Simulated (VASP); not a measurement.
# SnTe (I-4m2) in VASP: single point with HSE06

Aim: the single point of SnTe with HSE06.

Program: VASP 6.6.1. These are calculated values, not measurements. Logs are shortened: lines on timing, memory, paths and dates and some standing lists are left out, and cuts for length are marked.

## (1) The cell of the first run

Symmetry: I-4m2, No. 119, tetragonal system. The conventional cell has a = 5.069 Å, b = 5.069 Å, c = 6.953 Å, α = 90.00°, β = 90.00°, γ = 90.00°. Sn (site symmetry -4m2) has 4 Te at 3.07 Å within 4.0 Å. Te (site symmetry -4m2) has 4 Sn at 3.07 Å within 4.0 Å.

## (2) Single point, HSE06 (uniaxial z strain -3.0%)

The input, POSCAR:

```
SnTe
1.0
    0.0000000000      3.5839840092      3.4764644889
    3.5839840092      0.0000000000      3.4764644889
    3.5839840092      3.5839840092      0.0000000000
Sn Te
1 1
Direct
    0.0000000000      0.0000000000      0.0000000000
    0.2500000000      0.2500000000      0.2500000000
```

The input, INCAR.step1:

```
  PREC = Accurate
  ENCUT = 520
  EDIFF = 1E-5
  ISMEAR = -1
  SIGMA = 0.02
  LREAL = False
  LASPH = True
  NELM = 100
  ALGO = Normal
  ISIF = 2
  LWAVE = True
  LCHARG = False
  GGA = PE
  NBANDS = 17
```

The input, INCAR.step2:

```
  PREC = Accurate
  ENCUT = 520
  EDIFF = 1E-6
  ISMEAR = -1
  SIGMA = 0.02
  LREAL = False
  LASPH = True
  NELM = 100
  ALGO = Normal
  ISIF = 2
  LWAVE = False
  LCHARG = False
  GGA = PE
  LHFCALC = True
  HFSCREEN = 0.2079
  PRECFOCK = Normal
  ISTART = 1
  NBANDS = 17
```

The input, KPOINTS:

```
Automatic mesh
0
Gamma
  4 4 4
```

Potentials or basis: VASP PAW PBE potentials, release 64 (Sn_d, Te).

Command:

```
> cat potpaw_PBE.64/Sn_d/POTCAR potpaw_PBE.64/Te/POTCAR > POTCAR
> cp INCAR.step1 INCAR
> mpirun -np 1 vasp_std > vasp.out
> cp INCAR.step2 INCAR
> mpirun -np 1 vasp_std > vasp.out
```

OUTCAR:

```text
PREC = Accurate
   ENCUT = 520
   EDIFF = 1E-6
   ISMEAR = -1
   LREAL = False
   LASPH = True
   NELM = 100
   ISIF = 2
   GGA = PE
   LHFCALC = True
   HFSCREEN = 0.2079
   PRECFOCK = Normal
   ISTART = 1

 ion  position               nearest neighbor table
   1  0.000  0.000  0.000-   2 3.07   2 3.07   2 3.07   2 3.07
   2  0.250  0.250  0.250-   1 3.07   1 3.07   1 3.07   1 3.07

  LATTYP: Found a body centered tetragonal cell.
 ALAT       =     5.0685187931
 C/A-ratio  =     1.3717871555

  Lattice vectors:

 A1 = (   0.0000000000,  -3.5839840092,  -3.4764644889)
 A2 = (   0.0000000000,   3.5839840092,  -3.4764644889)
 A3 = (   3.5839840092,   0.0000000000,   3.4764644889)

Analysis of symmetry for initial positions (statically):
=====================================================================
 Subroutine PRICEL returns:
 Original cell was already a primitive cell.

 Routine SETGRP: Setting up the symmetry group for a
 body centered tetragonal supercell.

 Subroutine GETGRP returns: Found  8 space group operations
 (whereof  8 operations were pure point group operations)
 out of a pool of 16 trial point group operations.

The static configuration has the point symmetry D_2d.

Analysis of symmetry for dynamics (positions and initial velocities):
=====================================================================
 Subroutine PRICEL returns:
 Original cell was already a primitive cell.

 Routine SETGRP: Setting up the symmetry group for a
 body centered tetragonal supercell.

 Subroutine GETGRP returns: Found  8 space group operations
 (whereof  8 operations were pure point group operations)
 out of a pool of 16 trial point group operations.

The dynamic configuration has the point symmetry D_2d.

 Subroutine INISYM returns: Found  8 space group operations
 (whereof  8 operations are pure point group operations),
 and found     1 'primitive' translations

----------------------------------------------------------------------------------------

                                     Primitive cell

  volume of cell :      89.3100

  direct lattice vectors                    reciprocal lattice vectors
     0.000000000  3.583984009  3.476464489    -0.139509551  0.139509551  0.143824279
     3.583984009  0.000000000  3.476464489     0.139509551 -0.139509551  0.143824279
     3.583984009  3.583984009  0.000000000     0.139509551  0.139509551 -0.143824279

  length of vectors
     4.993069869  4.993069869  5.068518793     0.244154158  0.244154158  0.244154158

  position of ions in fractional coordinates (direct lattice)
     0.000000000  0.000000000  0.000000000
     0.250000000  0.250000000  0.250000000

  ion indices of the primitive-cell ions
   primitive index   ion index
                 1           1
                 2           2

----------------------------------------------------------------------------------------

 KPOINTS: Automatic mesh

Automatic generation of k-mesh.
 Grid dimensions read from file:
 generate k-points for:    4    4    4

 Generating k-lattice:

  Cartesian coordinates                     Fractional coordinates (reciprocal lattice)
    -0.034877388  0.034877388  0.035956070     0.250000000  0.000000000  0.000000000
     0.034877388 -0.034877388  0.035956070     0.000000000  0.250000000  0.000000000
     0.034877388  0.034877388 -0.035956070     0.000000000  0.000000000  0.250000000

  Length of vectors
     0.061038540  0.061038540  0.061038540

  Shift w.r.t. Gamma in fractional coordinates (k-lattice)
     0.000000000  0.000000000  0.000000000

 Subroutine IBZKPT returns following result:
 ===========================================

 Found     13 irreducible k-points:

 Following reciprocal coordinates:
            Coordinates               Weight
  0.000000  0.000000  0.000000      1.000000
  0.250000  0.000000  0.000000      8.000000
  0.500000  0.000000  0.000000      4.000000
  0.250000  0.250000  0.000000      2.000000
  0.500000  0.250000  0.000000      8.000000
 -0.250000  0.250000  0.000000      4.000000
  0.500000  0.500000  0.000000      1.000000
  0.250000  0.000000  0.250000      4.000000
  0.500000  0.000000  0.250000     16.000000
 -0.250000  0.000000  0.250000      8.000000
 -0.250000  0.500000  0.250000      4.000000
  0.500000  0.000000  0.500000      2.000000
 -0.250000  0.250000  0.500000      2.000000
   k-points           NKPTS =     13   k-points in BZ     NKDIM =     64   number of bands    NBANDS=     17
   number of dos      NEDOS =    301   number of ions     NIONS =      2
   total plane-waves  NPLWV =  64000
   dimension x,y,z NGX =    40 NGY =   40 NGZ =   40
   dimension x,y,z NGXF=    80 NGYF=   80 NGZF=   80
   ions per type =               1   1
   NGX,Y,Z   is equivalent  to a cutoff of  13.32, 13.32, 13.12 a.u.
   NGXF,Y,Z  is equivalent  to a cutoff of  26.64, 26.64, 26.24 a.u.
 SYSTEM =  unknown system
   PREC   = accura    normal or accurate (medium, high low for compatibility)
   ISTART =      1    job   : 0-new  1-cont  2-samecut
   ICHARG =      0    charge: 1-file 2-atom 10-const
   ISPIN  =      1    spin polarized calculation?
   LNONCOLLINEAR =      F non collinear calculations
   LSORBIT =      F    spin-orbit coupling
   LASPH  =      T    aspherical Exc in radial PAW
   ENCUT  =  520.0 eV  38.22 Ry    6.18 a.u.   9.28  9.28  9.42*2*pi/ulx,y,z
   NELM   =    100;   NELMIN=  2; NELMDL=  0     # of ELM steps
   EDIFF  = 0.1E-05   stopping-criterion for ELM
   LREAL  =      F    real-space projection
   EDIFFG = 0.1E-04   stopping-criterion for IOM
   NSW    =      0    number of steps for IOM
   IBRION =     -1    ionic relax: 0-MD 1-quasi-New 2-CG
   NFREE  =      0    steps in history (QN), initial steepest desc. (CG)
   ISIF   =      2    stress and relaxation
   ISYM   =      3    0-nonsym 1-usesym 2-fastsym
   POTIM  = 0.5000    time-step for ionic-motion
   TEBEG  =    0.0;   TEEND  =   0.0 temperature during run
   PSTRESS=    0.0 pullay stress
   NELECT =      20.0000    total number of electrons
   NUPDOWN=      -1.0000    fix difference up-down
   EMIN   =  10.00;   EMAX   =-10.00  energy-range for DOS
   EFERMI =   0.00;   METHOD = LEGACY
   ISMEAR =    -1;   SIGMA  =   0.02  broadening in eV -4-tet -1-fermi 0-gaus
   EFERMI_NEDOS =   21; number of points for ismear=-14 and -15
   IALGO  =     38    algorithm
   IMIX   =      1    mixing-type and parameters
     AMIX     =   0.40;   BMIX     =  1.00
     AMIX_MAG =   1.60;   BMIX_MAG =  1.00
  volume/ion in A,a.u.               =      44.65       301.35
  Fermi-wavevector in a.u.,A,eV,Ry     =   0.994149  1.878669 13.447079  0.988332
  Thomas-Fermi vector in A             =   2.126080
   LORBIT       =      0    0 simple, 1 ext, 2 COOP (PROOUT), +10 PAW based schemes
   GGA     = PE    functional components
   LHFCALC =     T    Hartree Fock is set to
   PRECFOCK=normal    Normal, Fast or Accurate (Low or Medium for compatibility)
   ENCUT4O =  -1.0   cutoff for four orbital integrals eV
   NKREDX  =     1    reduce k-point grid by
   NKREDY  =     1    reduce k-point grid by
   NKREDZ  =     1    reduce k-point grid by
   AEXX    =    0.2500 exact exchange contribution
   HFSCREEN=    0.2079 screening length (either q_TF or 0.3 A-1)
   HFSCREENC=   0.2079 screening length for correlation (either q_TF or 0.3 A-1)
   ENCUTFOCK=  -1.0 apply spherical cutoff to Coloumb kernel
   IVDW    =     0    specifies the selected vdW correction
   LEPSILON=     F    determine dielectric tensor
   LRPA    =     F    only Hartree local field effects (RPA)
 non-spin polarized calculation
  energy-cutoff  :      520.00
  volume of cell :       89.31
 maximum number of plane-waves:      2425
 NGX is ok and might be reduce to    40
  NGX = 28; NGY = 28; NGZ = 30

 number of electron      20.0000006 magnetization

 Free energy of the ion-electron system (eV)
  ---------------------------------------------------
  ext. energy  EPLUGINS =         0.00000000
  ---------------------------------------------------
  free energy    TOTEN  =        -8.44309177 eV

  energy without entropy =       -8.44183433  energy(sigma->0) =       -8.44246305

 E-fermi :   3.6748     XC(G=0):  -6.4689

 val. band max:        3.6628600022   @ k =  -0.2500   0.2500   0.5000
 cond. band min:       3.7729573710   @ k =   0.5000   0.0000   0.5000
 fundamental gap:      0.1100973687
 Fermi energy:         3.6748284068

 k-point     1 :       0.0000    0.0000    0.0000
  band No.  band energies     occupation
      1     -20.6768      2.00000
      2     -20.6748      2.00000
      3     -20.6748      2.00000
      4     -20.6621      2.00000
      5     -20.6591      2.00000
      6      -9.6244      2.00000
[... 9 lines left out ...]
     16      10.6488      0.00000
     17      11.5069      0.00000

 k-point     2 :       0.2500    0.0000    0.0000
  band No.  band energies     occupation
      1     -20.6768      2.00000
      2     -20.6744      2.00000
      3     -20.6737      2.00000
      4     -20.6620      2.00000
      5     -20.6592      2.00000
      6      -9.3207      2.00000
[... 9 lines left out ...]
     16       9.9036      0.00000
     17      11.2092      0.00000

 k-point     3 :       0.5000    0.0000    0.0000
  band No.  band energies     occupation
      1     -20.6772      2.00000
      2     -20.6736      2.00000
      3     -20.6728      2.00000
      4     -20.6618      2.00000
      5     -20.6592      2.00000
      6      -8.9327      2.00000
[... 9 lines left out ...]
     16      11.0413      0.00000
     17      11.1064      0.00000

 k-point     4 :       0.2500    0.2500    0.0000
  band No.  band energies     occupation
      1     -20.6792      2.00000
      2     -20.6726      2.00000
      3     -20.6725      2.00000
      4     -20.6615      2.00000
      5     -20.6599      2.00000
      6      -9.2018      2.00000
[... 9 lines left out ...]
     16      10.9823      0.00000
     17      12.9806      0.00000
[... 123 lines left out ...]
      1     -20.6790      2.00000
      2     -20.6728      2.00000
      3     -20.6702      2.00000
      4     -20.6619      2.00000
      5     -20.6596      2.00000
      6      -8.6367      2.00000
[... 9 lines left out ...]
     16      12.1401      0.00000
     17      12.1559      0.00000

 k-point    12 :       0.5000    0.0000    0.5000
  band No.  band energies     occupation
      1     -20.6789      2.00000
      2     -20.6730      2.00000
      3     -20.6701      2.00000
      4     -20.6629      2.00000
      5     -20.6586      2.00000
      6      -8.6576      2.00000
[... 9 lines left out ...]
     16      12.3413      0.00000
     17      12.4307      0.00000

 k-point    13 :      -0.2500    0.2500    0.5000
  band No.  band energies     occupation
      1     -20.6773      2.00000
      2     -20.6730      2.00000
      3     -20.6716      2.00000
      4     -20.6626      2.00000
      5     -20.6588      2.00000
      6      -8.6515      2.00000
[... 9 lines left out ...]
     16      11.8971      0.00000
     17      11.9882      0.00000

------------------------ aborting loop because EDIFF is reached ----------------------------------------

  FORCE on cell =-STRESS in cart. coord.  units (eV):
  Direction    XX          YY          ZZ          XY          YZ          ZX
  --------------------------------------------------------------------------------------
  -------------------------------------------------------------------------------------
  Total        0.3375201      0.3375201      0.1694380      0.0000000      0.0000000      0.0000000
  in kB        6.0549459      6.0549459      3.0396355      0.0000000      0.0000000      0.0000000
  external PRESSURE =       5.0498424 kB  Pullay stress =       0.0000000 kB

 VOLUME and BASIS-vectors are now :
 -----------------------------------------------------------------------------
  energy-cutoff  :      520.00
  volume of cell :       89.31
      direct lattice vectors                 reciprocal lattice vectors
     0.000000000  3.583984009  3.476464489    -0.139509551  0.139509551  0.143824279
     3.583984009  0.000000000  3.476464489     0.139509551 -0.139509551  0.143824279
     3.583984009  3.583984009  0.000000000     0.139509551  0.139509551 -0.143824279

 POSITION                                       TOTAL-FORCE (eV/Angst)
 -----------------------------------------------------------------------------------
      0.00000      0.00000      0.00000         0.000000      0.000000      0.000000
      1.79199      1.79199      1.73823        -0.000000     -0.000000      0.000000
 -----------------------------------------------------------------------------------
    total drift:                               -0.000000      0.000000     -0.000006

  FREE ENERGIE OF THE ION-ELECTRON SYSTEM (eV)
  ---------------------------------------------------
  free  energy   TOTEN  =        -8.4430917683 eV

  energy  without entropy=       -8.4418343312  energy(sigma->0) =       -8.44246305
```

Wall time 44 min (1 thread of Oxide Virtual Turin-like, shared host); peak memory 0.32 GiB.

Results:

```
Free energy            : -8.4431 eV
Pressure               : 0.5 GPa
Band gap on the k mesh : zero (filled and empty bands overlap)
```

Caveat: the k points lie up to 0.38 Å⁻¹ apart; the cell differs from its parent crystal (uniaxial z strain -3.0%); the structure was generated, so it needn't be the stable form of SnTe; the PAW data sets were made with another functional, which shifts forces and pressure a little; spin-orbit coupling is left out, which moves the levels of the heavy elements.

The gap in the log of VASP goes by the Fermi energy; the results here count the filled bands.